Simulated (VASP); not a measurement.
Here is a VASP 6.6.1 calculation.

File POSCAR:

```
KCl
1.0
    0.0000000000      3.1448753708      3.1448753708
    3.1448753708      0.0000000000      3.1448753708
    3.1448753708      3.1448753708      0.0000000000
K Cl
1 1
Direct
    0.0000000000      0.0000000000      0.0000000000
    0.5000000000      0.5000000000      0.5000000000
```

File INCAR.step1:

```
PREC = Accurate ; ENCUT = 520
EDIFF = 1E-5 ; ISMEAR = 0
SIGMA = 0.01 ; LREAL = F
LASPH = T ; NELM = 60
ALGO = Normal ; ISIF = 2
LWAVE = T ; LCHARG = F
NBANDS = 15 ; GGA = PE
```

Contents of INCAR.step2:

```
PREC = Accurate ; ENCUT = 520
EDIFF = 1E-6 ; ISMEAR = 0
SIGMA = 0.01 ; LREAL = F
LASPH = T ; NELM = 60
ALGO = Normal ; ISIF = 2
LWAVE = F ; LCHARG = F
GGA = PE ; LHFCALC = T
AEXX = 0.25 ; PRECFOCK = Normal
NBANDS = 15 ; ISTART = 1
```

File KPOINTS:

```
Automatic mesh
0
Gamma
  6 6 6
```

Potentials or basis: VASP PAW PBE potentials, release 64 (K_sv, Cl).

Command:

```sh
$ cat potpaw_PBE.64/K_sv/POTCAR potpaw_PBE.64/Cl/POTCAR > POTCAR
$ cp INCAR.step1 INCAR
$ mpirun -np 1 vasp_std > vasp.out
$ cp INCAR.step2 INCAR
$ mpirun -np 1 vasp_std > vasp.out
```

Task: Estimate the pressure.

Result: 0.5 GPa.

Task: What does it give for the band gap on the k mesh?

Result: 7.24 eV.

Caveat: the PAW data sets were made with another functional, which shifts forces and pressure a little.
